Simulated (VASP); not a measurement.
# Ba (Fd-3m) in VASP: a series of runs

Ba is run at these levels: RPBE; tasks: relaxation of cell and atoms.

All numbers are computed with VASP 6.6.1; they aren't measurements. Logs are shortened: lines on timing, memory, paths and dates and some standing lists are left out, and cuts for length are marked.

## (1) The cell of the first run

Symmetry: Fd-3m, No. 227, cubic system. The conventional cell has a = 8.680 Å, b = 8.680 Å, c = 8.680 Å, α = 90.00°, β = 90.00°, γ = 90.00°. Within 4.9 Å of Ba (site symmetry -43m) lie 4 Ba at 3.76 Å.

This isn't the form of Ba at room conditions, which is bcc.

## (2) Relaxation of cell and atoms, RPBE

INCAR reads:

```
SYSTEM = Ba
PREC     = Accurate       ! precision mode
ENCUT    = 500            ! plane-wave cutoff, eV
EDIFF    = 1E-7           ! SCF threshold, eV
ISMEAR   = 0              ! smearing method
SIGMA    = 0.1            ! smearing width, eV
LREAL    = .False.        ! projectors in reciprocal space
LASPH    = .True.         ! aspherical terms in the spheres
NELM     = 120            ! most SCF steps
ALGO     = Normal         ! electronic algorithm
ISIF     = 3              ! what is computed and relaxed
LWAVE    = .False.        ! write WAVECAR
LCHARG   = .False.        ! write CHGCAR
GGA      = RP             ! functional
IBRION   = 2              ! ionic algorithm
NSW      = 60             ! ionic steps
EDIFFG   = -0.03          ! ionic threshold
GGA_COMPAT= .False.      
NELMIN   = 4
```

KPOINTS reads:

```
Automatic mesh
0
Gamma
  5 5 5
  0 0 0
```

POSCAR reads:

```
Ba
1.0
    0.0000000000      4.3400000000      4.3400000000
    4.3400000000      0.0000000000      4.3400000000
    4.3400000000      4.3400000000      0.0000000000
Ba
2
Direct
    1.0000000000      1.0000000000      1.0000000000
    0.2500000000      0.2500000000      0.2500000000
```

Potentials or basis: VASP PAW PBE potentials, release 64 (Ba_sv).

Started as:

```
> cat potpaw_PBE.64/Ba_sv/POTCAR > POTCAR
> mpirun -np 1 vasp_std > vasp.out
```

OUTCAR:

```text
SYSTEM = Ba
   PREC = Accurate
   ENCUT = 500
   EDIFF = 1E-7
   ISMEAR = 0
   LREAL = .False.
   LASPH = .True.
   NELM = 120
   ISIF = 3
   GGA = RP
   IBRION = 2
   NSW = 60
   EDIFFG = -0.03
   NELMIN = 4

 ion  position               nearest neighbor table
   1  0.000  0.000  0.000-   2 3.76   2 3.76   2 3.76   2 3.76
   2  0.250  0.250  0.250-   1 3.76   1 3.76   1 3.76   1 3.76

  LATTYP: Found a face centered cubic cell.
 ALAT       =     8.6800000000

  Lattice vectors:

 A1 = (   0.0000000000,   4.3400000000,   4.3400000000)
 A2 = (   4.3400000000,   0.0000000000,   4.3400000000)
 A3 = (   4.3400000000,   4.3400000000,   0.0000000000)

Analysis of symmetry for initial positions (statically):
=====================================================================
 Subroutine PRICEL returns:
 Original cell was already a primitive cell.

 Routine SETGRP: Setting up the symmetry group for a
 face centered cubic supercell.

 Subroutine GETGRP returns: Found 48 space group operations
 (whereof 24 operations were pure point group operations)
 out of a pool of 48 trial point group operations.

The static configuration has the point symmetry T_d .
 The point group associated with its full space group is O_h .

Analysis of symmetry for dynamics (positions and initial velocities):
=====================================================================
 Subroutine PRICEL returns:
 Original cell was already a primitive cell.

 Routine SETGRP: Setting up the symmetry group for a
 face centered cubic supercell.

 Subroutine GETGRP returns: Found 48 space group operations
 (whereof 24 operations were pure point group operations)
 out of a pool of 48 trial point group operations.

The dynamic configuration has the point symmetry T_d .
 The point group associated with its full space group is O_h .

 Subroutine INISYM returns: Found 48 space group operations
 (whereof 24 operations are pure point group operations),
 and found     1 'primitive' translations

----------------------------------------------------------------------------------------

                                     Primitive cell

  volume of cell :     163.4930

  direct lattice vectors                    reciprocal lattice vectors
     0.000000000  4.340000000  4.340000000    -0.115207373  0.115207373  0.115207373
     4.340000000  0.000000000  4.340000000     0.115207373 -0.115207373  0.115207373
     4.340000000  4.340000000  0.000000000     0.115207373  0.115207373 -0.115207373

  length of vectors
     6.137686861  6.137686861  6.137686861     0.199545024  0.199545024  0.199545024

  position of ions in fractional coordinates (direct lattice)
     0.000000000  0.000000000  0.000000000
     0.250000000  0.250000000  0.250000000

  ion indices of the primitive-cell ions
   primitive index   ion index
                 1           1
                 2           2

----------------------------------------------------------------------------------------

 KPOINTS: Automatic mesh

Automatic generation of k-mesh.
 Grid dimensions read from file:
 generate k-points for:    5    5    5

 Generating k-lattice:

  Cartesian coordinates                     Fractional coordinates (reciprocal lattice)
    -0.023041475  0.023041475  0.023041475     0.200000000  0.000000000  0.000000000
     0.023041475 -0.023041475  0.023041475     0.000000000  0.200000000  0.000000000
     0.023041475  0.023041475 -0.023041475     0.000000000  0.000000000  0.200000000

  Length of vectors
     0.039909005  0.039909005  0.039909005

  Shift w.r.t. Gamma in fractional coordinates (k-lattice)
     0.000000000  0.000000000  0.000000000

 Subroutine IBZKPT returns following result:
 ===========================================

 Found     10 irreducible k-points:

 Following reciprocal coordinates:
            Coordinates               Weight
  0.000000  0.000000  0.000000      1.000000
  0.200000  0.000000  0.000000      8.000000
  0.400000  0.000000  0.000000      8.000000
  0.200000  0.200000  0.000000      6.000000
  0.400000  0.200000  0.000000     24.000000
 -0.400000  0.200000  0.000000     24.000000
 -0.200000  0.200000  0.000000     12.000000
  0.400000  0.400000  0.000000      6.000000
 -0.400000  0.400000  0.000000     12.000000
 -0.400000  0.400000  0.200000     24.000000
   k-points           NKPTS =     10   k-points in BZ     NKDIM =     10   number of bands    NBANDS=     14
   number of dos      NEDOS =    301   number of ions     NIONS =      2
   total plane-waves  NPLWV = 110592
   dimension x,y,z NGX =    48 NGY =   48 NGZ =   48
   dimension x,y,z NGXF=    96 NGYF=   96 NGZF=   96
   ions per type =               2
   NGX,Y,Z   is equivalent  to a cutoff of  13.00, 13.00, 13.00 a.u.
   NGXF,Y,Z  is equivalent  to a cutoff of  26.00, 26.00, 26.00 a.u.
 SYSTEM =  Ba
   PREC   = accura    normal or accurate (medium, high low for compatibility)
   ISTART =      0    job   : 0-new  1-cont  2-samecut
   ICHARG =      2    charge: 1-file 2-atom 10-const
   ISPIN  =      1    spin polarized calculation?
   LNONCOLLINEAR =      F non collinear calculations
   LSORBIT =      F    spin-orbit coupling
   LASPH  =      T    aspherical Exc in radial PAW
   ENCUT  =  500.0 eV  36.75 Ry    6.06 a.u.  11.19 11.19 11.19*2*pi/ulx,y,z
   NELM   =    120;   NELMIN=  4; NELMDL= -5     # of ELM steps
   EDIFF  = 0.1E-06   stopping-criterion for ELM
   LREAL  =      F    real-space projection
   EDIFFG = -.3E-01   stopping-criterion for IOM
   NSW    =     60    number of steps for IOM
   IBRION =      2    ionic relax: 0-MD 1-quasi-New 2-CG
   NFREE  =      1    steps in history (QN), initial steepest desc. (CG)
   ISIF   =      3    stress and relaxation
   ISYM   =      2    0-nonsym 1-usesym 2-fastsym
   POTIM  = 0.5000    time-step for ionic-motion
   TEBEG  =    0.0;   TEEND  =   0.0 temperature during run
   PSTRESS=    0.0 pullay stress
   NELECT =      20.0000    total number of electrons
   NUPDOWN=      -1.0000    fix difference up-down
   EMIN   =  10.00;   EMAX   =-10.00  energy-range for DOS
   EFERMI =   0.00;   METHOD = LEGACY
   ISMEAR =     0;   SIGMA  =   0.10  broadening in eV -4-tet -1-fermi 0-gaus
   EFERMI_NEDOS =   21; number of points for ismear=-14 and -15
   IALGO  =     38    algorithm
   IMIX   =      4    mixing-type and parameters
     AMIX     =   0.40;   BMIX     =  1.00
     AMIX_MAG =   1.60;   BMIX_MAG =  1.00
  volume/ion in A,a.u.               =      81.75       551.65
  Fermi-wavevector in a.u.,A,eV,Ry     =   0.812678  1.535738  8.985904  0.660445
  Thomas-Fermi vector in A             =   1.922264
   LORBIT       =      0    0 simple, 1 ext, 2 COOP (PROOUT), +10 PAW based schemes
   GGA     = RP    functional components
   LHFCALC =     F    Hartree Fock is set to
   AEXX    =    0.0000 exact exchange contribution
   IVDW    =     0    specifies the selected vdW correction
   LEPSILON=     F    determine dielectric tensor
   LRPA    =     F    only Hartree local field effects (RPA)
 conjugate gradient relaxation of ions
 non-spin polarized calculation
 Gauss-broadening in eV      SIGMA  =   0.10
  energy-cutoff  :      500.00
  volume of cell :      163.49
 maximum number of plane-waves:      4161
 NGX is ok and might be reduce to    48
   NGX = 23   NGY = 23   NGZ = 23

--------------------------------------- Ionic step        1  -------------------------------------------

 number of electron      19.9999999 magnetization

 Free energy of the ion-electron system (eV)
  ---------------------------------------------------
  ext. energy  EPLUGINS =         0.00000000
  ---------------------------------------------------
  free energy    TOTEN  =        -1.30404777 eV

  energy without entropy =       -1.27784279  energy(sigma->0) =       -1.29094528

------------------------ aborting loop because EDIFF is reached ----------------------------------------

  FORCE on cell =-STRESS in cart. coord.  units (eV):
  Direction    XX          YY          ZZ          XY          YZ          ZX
  --------------------------------------------------------------------------------------
  -------------------------------------------------------------------------------------
  Total        0.2241599      0.2241599      0.2241599      0.0000000     -0.0000000     -0.0000000
  in kB        2.1966925      2.1966925      2.1966925      0.0000000     -0.0000000     -0.0000000
  external PRESSURE =       2.1966925 kB  Pullay stress =       0.0000000 kB
[... 93 lines left out ...]
  energy  without entropy=       -1.2948654043  energy(sigma->0) =       -1.30580121

--------------------------------------- Ionic step        4  -------------------------------------------

 number of electron      19.9999998 magnetization

 E-fermi :   0.3305     XC(G=0):  -5.9796

 val. band max:        0.3044703628   @ k =   0.2000   0.2000   0.0000
 cond. band min:       0.3966672360   @ k =   0.4000   0.4000   0.0000
 fundamental gap:      0.0921968732
 Fermi energy:         0.3305062459

 k-point     1 :       0.0000    0.0000    0.0000
  band No.  band energies     occupation
      1     -29.4244      2.00000
      2     -29.3143      2.00000
      3     -14.7227      2.00000
      4     -14.7227      2.00000
      5     -14.7227      2.00000
      6     -14.3872      2.00000
      7     -14.3872      2.00000
      8     -14.3872      2.00000
      9      -1.7592      2.00000
     10       0.7009      0.00000
     11       0.7009      0.00000
     12       0.9962      0.00000
     13       0.9962      0.00000
     14       0.9962      0.00000
[... 184 lines left out ...]
  energy  without entropy=       -1.3106331805  energy(sigma->0) =       -1.32017854

--------------------------------------- Ionic step        5  -------------------------------------------

 number of electron      20.0000001 magnetization

 Free energy of the ion-electron system (eV)
  ---------------------------------------------------
  ext. energy  EPLUGINS =         0.00000000
  ---------------------------------------------------
  free energy    TOTEN  =        -1.32730847 eV

  energy without entropy =       -1.29008682  energy(sigma->0) =       -1.30869765

 E-fermi :  -0.0095     XC(G=0):  -5.5142

 val. band max:       -0.0166392584   @ k =  -0.4000   0.4000   0.0000
 cond. band min:       0.0267145455   @ k =   0.2000   0.2000   0.0000
 fundamental gap:      0.0433538039
 Fermi energy:        -0.0095245037

 k-point     1 :       0.0000    0.0000    0.0000
  band No.  band energies     occupation
      1     -29.9419      2.00000
      2     -29.8880      2.00000
      3     -15.1757      2.00000
      4     -15.1757      2.00000
      5     -15.1757      2.00000
      6     -14.9719      2.00000
      7     -14.9719      2.00000
      8     -14.9719      2.00000
      9      -2.0608      2.00000
     10       0.3792      0.00000
     11       0.3792      0.00000
     12       0.4950      0.00000
     13       0.4950      0.00000
     14       0.4950      0.00000
[... 180 lines left out ...]
  FREE ENERGIE OF THE ION-ELECTRON SYSTEM (eV)
  ---------------------------------------------------
  free  energy   TOTEN  =        -1.3273084711 eV

  energy  without entropy=       -1.2900868203  energy(sigma->0) =       -1.30869765

 reached required accuracy - stopping structural energy minimisation
```

Run time: 94 s. Hardware: 1 thread of Intel Xeon Platinum 8488C (Sapphire Rapids), shared host; peak memory 0.33 GiB.

What came out:

* Free energy: -1.3273 eV
* Relaxed volume: 114.53 Å³/atom
* Relaxed cell: a = 6.868 Å, b = 6.868 Å, c = 6.868 Å, α = 60.00°, β = 60.00°, γ = 60.00°
* Space group after relaxing (to 0.1 Å): Fd-3m (No. 227)
* Energy gained by relaxing: 11.6 meV/atom
* Ionic steps: 5
* Pressure after relaxing: 0.0 GPa
* Band gap on the k mesh: zero (bands 10 and 11 overlap by 0.55 eV)

The path:
```
step  energy change (eV)  largest force (eV/Å)  pressure (GPa)  volume (Å³)
   1              0.0000                0.0000            0.22       163.49
   2             -0.0035                0.0000            0.20       166.16
   3             -0.0127                0.0000            0.16       174.33
   4             -0.0257                0.0000            0.06       191.47
   5             -0.0233                0.0000            0.00       229.05
```

Final structure:
```
Ba
1.0
     0.00000    4.85626    4.85626
     4.85626    0.00000    4.85626
     4.85626    4.85626    0.00000
Ba
2
Cartesian
  0.0000 0.0000 0.0000
  2.4281 2.4281 2.4281
```

Caveat: the volume moved by over 15 % at a fixed basis, so the end points are rough; the PAW data sets were made with another functional, which shifts forces and pressure a little; spin-orbit coupling is left out, which moves the levels of the heavy elements.

## (3) Relaxation of cell and atoms, RPBE, target pressure 15 GPa, at which the enthalpy is minimised

INCAR reads:

```
PREC = Accurate
ENCUT = 500
EDIFF = 1E-7
ISMEAR = 0
SIGMA = 0.1
LREAL = False
LASPH = True
NELM = 120
ALGO = Normal
ISIF = 3
LWAVE = False
LCHARG = False
GGA = RP
IBRION = 2
NSW = 60
EDIFFG = -0.03
PSTRESS = 150.0
GGA_COMPAT = False
NELMIN = 4
```

KPOINTS reads:

```
Automatic mesh
0
Gamma
  5 5 5
```

POSCAR is that of step 2.

Potentials or basis: VASP PAW PBE potentials, release 64 (Ba_sv).

Started as:

```
> cat potpaw_PBE.64/Ba_sv/POTCAR > POTCAR
> mpirun -np 1 vasp_std > vasp.out
```

Run time: 4.4 min. Hardware: 1 thread of Intel Xeon Platinum 8488C (Sapphire Rapids), shared host; peak memory 0.35 GiB.

It converged, with:

```yaml
Free_energy: 0.0660 eV
Relaxed_volume: 39.04 Å³/atom
Relaxed_cell: a = 4.797 Å, b = 4.797 Å, c = 4.797 Å, α = 60.00°, β = 60.00°, γ = 60.00°
Space_group_after_relaxing_to_0.1_Å: Fd-3m (No. 227)
Energy_change_on_relaxing_the_run_minimises_the_enthalpy: +685.0 meV/atom
Ionic_steps: 16
Pressure_after_relaxing: 15.0 GPa
Band_gap_on_the_k_mesh: zero (bands 10 and 11 overlap by 0.27 eV)
```

The path:
```tsv
step	energy change (eV)	largest force (eV/Å)	pressure (GPa)	volume (Å³)
1	0.0000	0.0000	0.22	163.49
2	15.3974	0.0000	175.32	42.10
3	0.7341	0.0000	8.35	87.05
4	0.9972	0.0000	11.11	82.69
5	1.4092	0.0000	15.39	77.66
6	1.2877	0.0000	14.13	78.98
7	1.2934	0.0000	14.19	78.92
8	1.3107	0.0000	14.36	78.73
9	1.3110	0.0000	14.37	78.72
10	1.3121	0.0000	14.42	78.71
11	1.3143	0.0000	14.41	78.68
12	1.3187	0.0000	14.45	78.64
13	1.3276	0.0000	14.54	78.54
14	1.3455	0.0000	14.73	78.34
15	1.3818	0.0000	15.13	77.95
16	1.3700	0.0000	14.98	78.08
```

Final structure:
```
CELL_PARAMETERS angstrom
0.00000 3.39234 3.39234
3.39234 0.00000 3.39234
3.39234 3.39234 0.00000
ATOMIC_POSITIONS crystal
Ba 0.00000 0.00000 0.00000
Ba 0.25000 0.25000 0.25000
```

Levels at points of the mesh, in eV from the Fermi level:
| k point | band 7 | band 8 | band 9 | band 10 | band 11 | band 12 | band 13 | band 14 |
| --- | --- | --- | --- | --- | --- | --- | --- | --- |
| (0.00, 0.00, 0.00) | -12.86 | -12.86 | -1.73 | 0.10 | 0.10 | 2.14 | 2.14 | 2.14 |

Caveat: the cell is relaxed towards a set pressure, so the run minimises the enthalpy, not the energy; the volume moved by over 15 % at a fixed basis, so the end points are rough; the PAW data sets were made with another functional, which shifts forces and pressure a little; spin-orbit coupling is left out, which moves the levels of the heavy elements.
